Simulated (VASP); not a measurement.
MoS2: relaxation of shape and atoms at fixed volume with PBE

MoS2:

```
Mo S
1.0
     3.16100    0.00000    0.00000
    -1.58050    2.73751    0.00000
     0.00000    0.00000   12.29500
Mo S
2 4
Direct
  0.33333 0.66667 0.25000
  0.66667 0.33333 0.75000
  0.33333 0.66667 0.62750
  0.66667 0.33333 0.12750
  0.33333 0.66667 0.87250
  0.66667 0.33333 0.37250
```

| Quantity | Value |
| --- | --- |
| Program | VASP 6.6.1 |
| Task | relaxation of shape and atoms at fixed volume |
| Functional | PBE |
| Potentials or basis | VASP PAW PBE potentials, release 64 (Mo_sv, S) |
| Cutoff | 500 eV |
| k mesh | 8 × 8 × 2 |
| Occupations | gaussian, width 0.05 eV |
| Spin | collinear spin |
| Starting moments | [0.05, 0.05, 0.0, 0.0, 0.0, 0.0] μB |
| Dipole correction | no |
| Further INCAR settings | ALGO = Normal; EDIFF = 1e-07; IBRION = 2; EDIFFG = -0.015; NSW = 60; ISIF = 4 |

```json
{"Energy gained by relaxing": "22.3 meV/atom", "Ionic steps": "9", "Pressure after relaxing": "2.9 GPa", "Band gap on the k mesh": "1.00 eV (least direct gap 1.96 eV)", "Net moment": "0.00 μB per cell", "Valence electrons inside the program's atomic spheres": "Mo 12.47; S 3.71"}
```

The path:
```tsv
step	energy change (eV)	largest force (eV/Å)	pressure (GPa)	volume (Å³)
1	0.0000	1.1977	8.73	106.39
2	-0.0873	0.4294	2.40	106.39
3	-0.1224	0.1026	4.48	106.39
4	-0.1224	0.1230	4.56	106.39
5	-0.1291	0.0927	4.02	106.39
6	-0.1338	0.0294	2.93	106.39
7	-0.1339	0.0379	3.08	106.39
8	-0.1339	0.0337	2.78	106.39
9	-0.1340	0.0005	2.92	106.39
```

Final structure:
```xyz
6
Lattice="3.1588 0.0000 0.0000 -1.5794 2.7356 0.0000 0.0000 0.0000 12.3124" Properties=species:S:1:pos:R:3 pbc="T T T"
Mo    0.0000    1.8237    3.0781
Mo    1.5794    0.9119    9.2343
S     0.0000    1.8237    7.6700
S     1.5794    0.9119    1.5138
S     0.0000    1.8237   10.7986
S     1.5794    0.9119    4.6424
```

Levels at points of the mesh, in eV from the valence-band top:
Spin up:
| k point | band 23 | band 24 | band 25 | band 26 | band 27 | band 28 | band 29 | band 30 |
| --- | --- | --- | --- | --- | --- | --- | --- | --- |
| (0.00, 0.00, 0.00) | -2.11 | -1.19 | -1.16 | 0.00 | 2.14 | 2.14 | 2.17 | 2.17 |
| (0.50, 0.00, 0.00) | -1.70 | -1.50 | -1.39 | -1.27 | 1.65 | 1.70 | 2.05 | 2.32 |
| (0.00, 0.00, 0.50) | -2.13 | -2.13 | -0.27 | -0.27 | 2.15 | 2.15 | 2.15 | 2.15 |
| (0.50, 0.00, 0.50) | -1.60 | -1.60 | -1.32 | -1.32 | 1.67 | 1.67 | 2.19 | 2.19 |
Spin down:
```tsv
k point	band 22	band 23	band 24	band 25	band 26	band 27	band 28	band 29	band 30	band 31
(0.00, 0.00, 0.00)	-2.11	-2.11	-1.19	-1.16	0.00	2.14	2.14	2.17	2.17	2.31
(0.50, 0.00, 0.00)	-2.49	-1.70	-1.50	-1.39	-1.27	1.65	1.70	2.05	2.32	2.90
(0.00, 0.00, 0.50)	-2.13	-2.13	-2.13	-0.27	-0.27	2.15	2.15	2.15	2.15	2.40
(0.50, 0.00, 0.50)	-2.64	-1.60	-1.60	-1.32	-1.32	1.67	1.67	2.19	2.19	3.26
```

Wall time 6 min on 1 thread of Intel(R) Xeon(R) 6975P-C (Granite Rapids), with other jobs on the host, peak memory 0.31 GiB.

Caveat: this functional lacks dispersion, which binds the layers, so the pressure and a relaxed spacing across them are unreliable. A k mesh can miss the band edges.
